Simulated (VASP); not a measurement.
# BAs (F-43m) in VASP: notebook

BAs is run at these levels: revPBE+D3(BJ); tasks: single point.

Everything below comes from runs of VASP 6.6.1. Logs are shortened: lines on timing, memory, paths and dates and some standing lists are left out, and cuts for length are marked.

### 1 The cell of the first run

It takes space group F-43m (No. 216, cubic). The conventional cell has a = 4.777 Å, b = 4.777 Å, c = 4.777 Å, α = 90.00°, β = 90.00°, γ = 90.00°. Within 2.7 Å of B (site symmetry -43m) lie 4 As at 2.07 Å. As (site symmetry -43m) has 4 B at 2.07 Å within 2.7 Å.

### 2 Single point, revPBE+D3(BJ)

The input, INCAR:

```
ALGO = Normal ; EDIFF = 1E-6
ENCUT = 500 ; GGA = RE
GGA_COMPAT = F ; ISIF = 2
ISMEAR = 0 ; IVDW = 12
LASPH = T ; LCHARG = T
LELF = T ; LREAL = F
LVHAR = T ; LWAVE = F
NBANDS = 11 ; NELM = 120
PREC = Accurate ; SIGMA = 0.05
```

The input, KPOINTS:

```
k-points
0
Gamma
  8 8 8
```

The input, POSCAR:

```
BAs
1.0
    0.0000000000      2.3885011289      2.3885011289
    2.3885011289      0.0000000000      2.3885011289
    2.3885011289      2.3885011289      0.0000000000
B As
1 1
Direct
    0.0000000000      0.0000000000      0.0000000000
    0.7500000000      0.7500000000      0.7500000000
```

Potentials or basis: VASP PAW PBE potentials, release 64 (B, As).

Started as:

```
$ cat potpaw_PBE.64/B/POTCAR potpaw_PBE.64/As/POTCAR > POTCAR
$ mpirun -np 1 vasp_std > vasp.out
```

OUTCAR:

```text
EDIFF = 1E-6
   ENCUT = 500
   GGA = RE
   ISIF = 2
   ISMEAR = 0
   IVDW = 12
   LASPH = T
   LREAL = F
   NELM = 120
   PREC = Accurate
 IVDW          = 12

 ion  position               nearest neighbor table
   1  0.000  0.000  0.000-   2 2.07   2 2.07   2 2.07   2 2.07
   2  0.750  0.750  0.750-   1 2.07   1 2.07   1 2.07   1 2.07

  LATTYP: Found a face centered cubic cell.
 ALAT       =     4.7770022578

  Lattice vectors:

 A1 = (   0.0000000000,   2.3885011289,   2.3885011289)
 A2 = (   2.3885011289,   0.0000000000,   2.3885011289)
 A3 = (   2.3885011289,   2.3885011289,   0.0000000000)

Analysis of symmetry for initial positions (statically):
=====================================================================
 Subroutine PRICEL returns:
 Original cell was already a primitive cell.

 Routine SETGRP: Setting up the symmetry group for a
 face centered cubic supercell.

 Subroutine GETGRP returns: Found 24 space group operations
 (whereof 24 operations were pure point group operations)
 out of a pool of 48 trial point group operations.

The static configuration has the point symmetry T_d .

Analysis of symmetry for dynamics (positions and initial velocities):
=====================================================================
 Subroutine PRICEL returns:
 Original cell was already a primitive cell.

 Routine SETGRP: Setting up the symmetry group for a
 face centered cubic supercell.

 Subroutine GETGRP returns: Found 24 space group operations
 (whereof 24 operations were pure point group operations)
 out of a pool of 48 trial point group operations.

The dynamic configuration has the point symmetry T_d .

 Subroutine INISYM returns: Found 24 space group operations
 (whereof 24 operations are pure point group operations),
 and found     1 'primitive' translations

----------------------------------------------------------------------------------------

                                     Primitive cell

  volume of cell :      27.2525

  direct lattice vectors                    reciprocal lattice vectors
     0.000000000  2.388501129  2.388501129    -0.209336305  0.209336305  0.209336305
     2.388501129  0.000000000  2.388501129     0.209336305 -0.209336305  0.209336305
     2.388501129  2.388501129  0.000000000     0.209336305  0.209336305 -0.209336305

  length of vectors
     3.377850690  3.377850690  3.377850690     0.362581116  0.362581116  0.362581116

  position of ions in fractional coordinates (direct lattice)
     0.000000000  0.000000000  0.000000000
     0.750000000  0.750000000  0.750000000

  ion indices of the primitive-cell ions
   primitive index   ion index
                 1           1
                 2           2

----------------------------------------------------------------------------------------

 KPOINTS: k-points

Automatic generation of k-mesh.
 Grid dimensions read from file:
 generate k-points for:    8    8    8

 Generating k-lattice:

  Cartesian coordinates                     Fractional coordinates (reciprocal lattice)
    -0.026167038  0.026167038  0.026167038     0.125000000  0.000000000  0.000000000
     0.026167038 -0.026167038  0.026167038     0.000000000  0.125000000  0.000000000
     0.026167038  0.026167038 -0.026167038     0.000000000  0.000000000  0.125000000

  Length of vectors
     0.045322639  0.045322639  0.045322639

  Shift w.r.t. Gamma in fractional coordinates (k-lattice)
     0.000000000  0.000000000  0.000000000

 Subroutine IBZKPT returns following result:
 ===========================================

 Found     29 irreducible k-points:

 Following reciprocal coordinates:
            Coordinates               Weight
  0.000000  0.000000  0.000000      1.000000
  0.125000  0.000000  0.000000      8.000000
  0.250000  0.000000  0.000000      8.000000
  0.375000  0.000000  0.000000      8.000000
  0.500000  0.000000  0.000000      4.000000
  0.125000  0.125000  0.000000      6.000000
[... 16 lines left out ...]
  0.500000  0.250000  0.125000     48.000000
 -0.375000  0.250000  0.125000     24.000000
 [... further k-points ...]
   k-points           NKPTS =     29   k-points in BZ     NKDIM =     29   number of bands    NBANDS=     11
   number of dos      NEDOS =    301   number of ions     NIONS =      2
   total plane-waves  NPLWV =  21952
   dimension x,y,z NGX =    28 NGY =   28 NGZ =   28
   dimension x,y,z NGXF=    56 NGYF=   56 NGZF=   56
   ions per type =               1   1
   NGX,Y,Z   is equivalent  to a cutoff of  13.78, 13.78, 13.78 a.u.
   NGXF,Y,Z  is equivalent  to a cutoff of  27.56, 27.56, 27.56 a.u.
 SYSTEM =  unknown system
   PREC   = accura    normal or accurate (medium, high low for compatibility)
   ISTART =      0    job   : 0-new  1-cont  2-samecut
   ICHARG =      2    charge: 1-file 2-atom 10-const
   ISPIN  =      1    spin polarized calculation?
   LNONCOLLINEAR =      F non collinear calculations
   LSORBIT =      F    spin-orbit coupling
   LASPH  =      T    aspherical Exc in radial PAW
   ENCUT  =  500.0 eV  36.75 Ry    6.06 a.u.   6.16  6.16  6.16*2*pi/ulx,y,z
   NELM   =    120;   NELMIN=  2; NELMDL= -5     # of ELM steps
   EDIFF  = 0.1E-05   stopping-criterion for ELM
   LREAL  =      F    real-space projection
   EDIFFG = 0.1E-04   stopping-criterion for IOM
   NSW    =      0    number of steps for IOM
   IBRION =     -1    ionic relax: 0-MD 1-quasi-New 2-CG
   NFREE  =      0    steps in history (QN), initial steepest desc. (CG)
   ISIF   =      2    stress and relaxation
   ISYM   =      2    0-nonsym 1-usesym 2-fastsym
   POTIM  = 0.5000    time-step for ionic-motion
   TEBEG  =    0.0;   TEEND  =   0.0 temperature during run
   PSTRESS=    0.0 pullay stress
   NELECT =       8.0000    total number of electrons
   NUPDOWN=      -1.0000    fix difference up-down
   EMIN   =  10.00;   EMAX   =-10.00  energy-range for DOS
   EFERMI =   0.00;   METHOD = LEGACY
   ISMEAR =     0;   SIGMA  =   0.05  broadening in eV -4-tet -1-fermi 0-gaus
   EFERMI_NEDOS =   21; number of points for ismear=-14 and -15
   IALGO  =     38    algorithm
   IMIX   =      4    mixing-type and parameters
     AMIX     =   0.40;   BMIX     =  1.00
     AMIX_MAG =   1.60;   BMIX_MAG =  1.00
  volume/ion in A,a.u.               =      13.63        91.95
  Fermi-wavevector in a.u.,A,eV,Ry     =   1.088018  2.056056 16.106345  1.183783
  Thomas-Fermi vector in A             =   2.224190
   LORBIT       =      0    0 simple, 1 ext, 2 COOP (PROOUT), +10 PAW based schemes
   GGA     = RE    functional components
   LHFCALC =     F    Hartree Fock is set to
   AEXX    =    0.0000 exact exchange contribution
   IVDW    =    12    specifies the selected vdW correction
   LEPSILON=     F    determine dielectric tensor
   LRPA    =     F    only Hartree local field effects (RPA)
 non-spin polarized calculation
 Gauss-broadening in eV      SIGMA  =   0.05
  energy-cutoff  :      500.00
  volume of cell :       27.25
 maximum number of plane-waves:       701
 NGX is ok and might be reduce to    28
   NGX = 13   NGY = 13   NGZ = 13

 number of electron       8.0000000 magnetization

 Free energy of the ion-electron system (eV)
  ---------------------------------------------------
  ext. energy  EPLUGINS =         0.00000000
  ---------------------------------------------------
  free energy    TOTEN  =       -10.84615393 eV

  energy without entropy =      -10.84615393  energy(sigma->0) =      -10.84615393

 E-fermi :   6.4382     XC(G=0): -10.5240

 val. band max:        6.2066155776   @ k =   0.0000   0.0000   0.0000
 cond. band min:       7.4150480609   @ k =   0.3750   0.3750   0.0000
 fundamental gap:      1.2084324833
 Fermi energy:         6.4381527511

 k-point     1 :       0.0000    0.0000    0.0000
  band No.  band energies     occupation
      1      -9.2009      2.00000
      2       6.2066      2.00000
      3       6.2066      2.00000
      4       6.2066      2.00000
      5       9.4811      0.00000
      6       9.4811      0.00000
      7       9.4811      0.00000
      8      10.9098      0.00000
      9      15.8927      0.00000
     10      19.1059      0.00000
     11      19.1059      0.00000

 k-point     2 :       0.1250    0.0000    0.0000
  band No.  band energies     occupation
      1      -8.9447      2.00000
      2       4.2375      2.00000
      3       5.7669      2.00000
      4       5.7669      2.00000
      5       9.6128      0.00000
      6      10.0600      0.00000
      7      10.0600      0.00000
      8      12.1850      0.00000
      9      16.8361      0.00000
     10      17.7993      0.00000
     11      17.7993      0.00000

 k-point     3 :       0.2500    0.0000    0.0000
  band No.  band energies     occupation
      1      -8.1985      2.00000
      2       1.2609      2.00000
      3       5.0545      2.00000
      4       5.0545      2.00000
      5       9.2857      0.00000
      6      10.8604      0.00000
      7      10.8604      0.00000
      8      14.1492      0.00000
      9      17.4205      0.00000
     10      17.4205      0.00000
     11      17.5825      0.00000

 k-point     4 :       0.3750    0.0000    0.0000
  band No.  band energies     occupation
      1      -7.0899      2.00000
      2      -1.3220      2.00000
      3       4.5540      2.00000
      4       4.5540      2.00000
      5       9.0069      0.00000
      6      11.0379      0.00000
      7      11.0379      0.00000
      8      15.0989      0.00000
      9      18.1132      0.00000
     10      18.8863      0.00000
     11      18.8863      0.00000

 k-point     5 :       0.5000    0.0000    0.0000
  band No.  band energies     occupation
      1      -6.3245      2.00000
      2      -2.5935      2.00000
      3       4.3807      2.00000
      4       4.3807      2.00000
      5       8.9090      0.00000
      6      10.9877      0.00000
      7      10.9877      0.00000
      8      15.1412      0.00000
      9      19.0313      0.00000
     10      20.7962      0.00000
     11      20.7962      0.00000
[... 211 lines left out ...]
 k-point    21 :       0.5000    0.5000    0.0000
  band No.  band energies     occupation
      1      -4.9939      2.00000
      2      -2.3568      2.00000
      3       2.1204      2.00000
      4       2.1204      2.00000
      5       7.6406      0.00000
      6       7.6852      0.00000
      7      17.6206      0.00000
      8      17.6206      0.00000
      9      19.1735      0.00000
     10      23.5344      0.00000
     11      24.0104      0.00000

 k-point    22 :       0.3750    0.2500    0.1250
  band No.  band energies     occupation
      1      -7.5454      2.00000
      2       0.9972      2.00000
      3       2.4867      2.00000
      4       4.1805      2.00000
      5       9.4510      0.00000
      6      11.4371      0.00000
      7      12.1735      0.00000
      8      13.4095      0.00000
      9      16.9607      0.00000
     10      19.5892      0.00000
     11      20.4578      0.00000

 k-point    23 :       0.5000    0.2500    0.1250
  band No.  band energies     occupation
      1      -6.4744      2.00000
      2      -0.9712      2.00000
      3       1.7637      2.00000
      4       3.4658      2.00000
      5      10.0762      0.00000
      6      11.2808      0.00000
      7      12.7596      0.00000
      8      14.2945      0.00000
      9      17.6676      0.00000
     10      19.5760      0.00000
     11      21.7684      0.00000

 k-point    24 :      -0.3750    0.2500    0.1250
  band No.  band energies     occupation
      1      -5.7478      2.00000
      2      -2.1010      2.00000
      3       1.6408      2.00000
      4       3.1302      2.00000
      5      10.1952      0.00000
      6      10.9791      0.00000
      7      13.6870      0.00000
      8      15.2628      0.00000
      9      16.6010      0.00000
     10      20.4158      0.00000
     11      21.5104      0.00000

 [... further k-points ...]

------------------------ aborting loop because EDIFF is reached ----------------------------------------

 Edisp (eV)   -1.30285

 E8    (eV) :    -0.8767

  FORCE on cell =-STRESS in cart. coord.  units (eV):
  Direction    XX          YY          ZZ          XY          YZ          ZX
  --------------------------------------------------------------------------------------
  -------------------------------------------------------------------------------------
  Total      -0.40325    -0.40325    -0.40325     0.00000     0.00000    -0.00000
  in kB     -23.70705   -23.70705   -23.70705     0.00000     0.00000    -0.00000
  external pressure =      -23.71 kB  Pullay stress =        0.00 kB

 VOLUME and BASIS-vectors are now :
 -----------------------------------------------------------------------------
  energy-cutoff  :      500.00
  volume of cell :       27.25
      direct lattice vectors                 reciprocal lattice vectors
     0.000000000  2.388501129  2.388501129    -0.209336305  0.209336305  0.209336305
     2.388501129  0.000000000  2.388501129     0.209336305 -0.209336305  0.209336305
     2.388501129  2.388501129  0.000000000     0.209336305  0.209336305 -0.209336305

 POSITION                                       TOTAL-FORCE (eV/Angst)
 -----------------------------------------------------------------------------------
      0.00000      0.00000      0.00000         0.000000      0.000000      0.000000
      3.58275      3.58275      3.58275        -0.000000     -0.000000     -0.000000
 -----------------------------------------------------------------------------------
    total drift:                                0.000000      0.000000      0.000000

  FREE ENERGIE OF THE ION-ELECTRON SYSTEM (eV)
  ---------------------------------------------------
  free  energy   TOTEN  =       -12.1490050971 eV

  energy  without entropy=      -12.1490050971  energy(sigma->0) =      -12.14900510
```

Wall time 23 s (1 thread of Intel Xeon 8259CL, shared host); peak memory 0.17 GiB.

What came out:

- Free energy: -12.1490 eV
- Pressure: -2.4 GPa
- Band gap on the k mesh: 1.21 eV, indirect (least direct gap 3.27 eV)
- Dispersion energy per atom: -0.651 eV

Levels at points of the mesh, in eV from the valence-band top:
| k point | band 2 | band 3 | band 4 | band 5 | band 6 | band 7 |
| --- | --- | --- | --- | --- | --- | --- |
| (0.00, 0.00, 0.00) | 0.00 | 0.00 | 0.00 | 3.27 | 3.27 | 3.27 |
| (0.50, 0.00, 0.00) | -8.80 | -1.83 | -1.83 | 2.70 | 4.78 | 4.78 |
| (0.50, 0.50, 0.00) | -8.56 | -4.09 | -4.09 | 1.43 | 1.48 | 11.41 |

Caveat: the PAW data sets were made with another functional, which shifts forces and pressure a little. As with any semilocal functional, this revPBE gap is likely too small.

### 3 Single point, revPBE+D3(BJ)

This run uses another cell than the first one, of 13.36 Å³/atom, 0.980 times its volume.

The input, INCAR:

```
  PREC = Accurate
  ENCUT = 500
  EDIFF = 1E-6
  ISMEAR = 0
  SIGMA = 0.05
  LREAL = False
  LASPH = True
  NELM = 120
  ALGO = Normal
  ISIF = 2
  LWAVE = False
  LCHARG = False
  GGA = RE
  IVDW = 12
  NBANDS = 11
  GGA_COMPAT = False
```

The input, KPOINTS:

```
Automatic mesh
0
Gamma
  8 8 8
```

The input, POSCAR:

```
BAs
1.0
    0.0000000000      2.3726313574      2.3726313574
    2.3726313574      0.0000000000      2.3726313574
    2.3726313574      2.3726313574      0.0000000000
B As
1 1
Direct
    0.0000000000      0.0000000000      0.0000000000
    0.7500000000      0.7500000000      0.7500000000
```

Potentials or basis: VASP PAW PBE potentials, release 64 (B, As).

Started as:

```
$ cat potpaw_PBE.64/B/POTCAR potpaw_PBE.64/As/POTCAR > POTCAR
$ mpirun -np 1 vasp_std > vasp.out
```

Wall time 12 s (1 thread of Intel Xeon 8259CL, shared host); peak memory 0.15 GiB.

Results (log left out):

```yaml
Free_energy: -12.1523 eV
Pressure: 0.4 GPa
Band_gap_on_the_k_mesh: 1.19 eV, indirect (least direct gap 3.30 eV)
Dispersion_energy_per_atom: -0.665 eV
```

Levels at points of the mesh, in eV from the valence-band top:
```
           k point  band 1  band 2  band 3  band 4  band 5  band 6  band 7  band 8  band 9
(0.00, 0.00, 0.00)  -15.59    0.00    0.00    0.00    3.30    3.30    3.30    4.96    9.78
(0.50, 0.00, 0.00)  -12.64   -8.95   -1.86   -1.86    2.82    4.80    4.80    8.97   12.97
(0.50, 0.50, 0.00)  -11.28   -8.68   -4.17   -4.17    1.41    1.46   11.61   11.61   13.15
```

Caveat: the PAW data sets were made with another functional, which shifts forces and pressure a little.

(Continued in part 2 of 2.)
